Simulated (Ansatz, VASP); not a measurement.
## MoS2: VASP beside Ansatz

INCAR

```
ALGO = Fast
EDIFF = 1E-7
ENCUT = 520
GGA = PE
ISIF = 2
ISMEAR = 0
IVDW = 12
LASPH = T
LCHARG = F
LREAL = F
LWAVE = F
NBANDS = 49
NELM = 100
PREC = Accurate
SIGMA = 0.15
```

Contents of KPOINTS:

```
k-points
0
Gamma
  14 14 3
```

The input POSCAR:

```
MoS2
1.0
   -3.1342106946      0.0000000000      0.0000000000
   -1.5671053473     -2.7143060823      0.0000000000
   -1.7629935157     -1.0178647809     17.8635570258
Mo S
3 6
Direct
    0.6041604167      0.6041604167      0.1666833333
    0.6874937500     -0.3125062500      0.8333500000
    0.1458270833      0.1458270833      0.5000166667
    0.3205195585      0.3205195585      0.9230589552
   -0.2211471082      0.7788528918      0.5897256219
    0.2371862251      0.2371862251      0.2563922885
    0.5128012749      0.5128012749      0.4103077115
    0.9711346082     -0.0288653918      0.0769743781
    0.0544679415      0.0544679415      0.7436410448
```

Input for Ansatz:

```yaml
crystal:
  lattice:
    - [-3.1342106946, 0.0, 0.0]
    - [-1.5671053473, -2.7143060823, 0.0]
    - [-1.7629935157, -1.0178647809, 17.8635570258]
  atoms:
    - { symbol: Mo, position: [0.6041604167, 0.6041604167, 0.1666833333] }
    - { symbol: Mo, position: [0.68749375, -0.31250625, 0.83335] }
    - { symbol: Mo, position: [0.1458270833, 0.1458270833, 0.5000166667] }
    - { symbol: S, position: [0.3205195585, 0.3205195585, 0.9230589552] }
    - { symbol: S, position: [-0.2211471082, 0.7788528918, 0.5897256219] }
    - { symbol: S, position: [0.2371862251, 0.2371862251, 0.2563922885] }
    - { symbol: S, position: [0.5128012749, 0.5128012749, 0.4103077115] }
    - { symbol: S, position: [0.9711346082, -0.0288653918, 0.0769743781] }
    - { symbol: S, position: [0.0544679415, 0.0544679415, 0.7436410448] }
basis:
  ecutwfc: 420
kpoints:
  mp_grid: { grid: [14, 14, 3] }
hamiltonian:
  xc: pbe
  dispersion: d3bj
scf:
  occupations: { method: gaussian, width: 0.15 }
output:
  forces: true
  stress: true
  eigenvalues: true
  write_density: true
  write_potential: true
  elf: true
  volumetric_format: npy
```

Alike in both runs: task single point; functional PBE; dispersion D3(BJ); k mesh 14 × 14 × 3; occupations gaussian, width 0.15 eV; no spin polarisation.

```csv
,VASP,Ansatz
version,VASP 6.6.1,Ansatz 0.2.0
potentials or method,"VASP PAW PBE potentials, release 64 (Mo_sv, S), cutoff 520 eV","scalar-relativistic, plane waves, PAW"
valence electrons in the cell,78,78
```

Ansatz gave:

```
gap on the k mesh at the Fermi level (eV)                     : none
pressure (GPa)                                                : 0.2
traceless stress, the component that is largest in VASP (GPa) : -0.46
rms of the force components (eV/Å)                            : 0.054
```

Q: Estimate VASP's values.

A: gap on the k mesh at the Fermi level (eV): none; pressure (GPa): 0.1; traceless stress, the component that is largest in VASP (GPa): -0.46; rms of the force components (eV/Å): 0.056.

Atom by atom the forces differ by 0.005 eV/Å (rms over components). A gap of «none» marks a metal or a gap that the smearing closes.
